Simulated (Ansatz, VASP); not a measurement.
## One calculation of AlN, two programs

```
Al N
1.0
     0.00000    2.18399    2.18399
     2.18399    0.00000    2.18399
     2.18399    2.18399    0.00000
Al N
1 1
Direct
  0.00000 0.00000 0.00000
  0.75000 0.75000 0.75000
```

Alike in both runs: task single point; functional PBE; k mesh 8 × 8 × 8; occupations fermi-dirac, width 0.02 eV; no spin polarisation.

```csv
,VASP,Ansatz
version,VASP 6.6.1,Ansatz 0.2.0
potentials or method,"VASP PAW PBE potentials, release 64 (Al, N), cutoff 600 eV","plane waves, PAW"
valence electrons in the cell,8,8
```

VASP gave:

* gap on the k mesh at the Fermi level (eV): 3.32

Question: Which values does Ansatz return?

Answer: gap on the k mesh at the Fermi level (eV): 3.33.
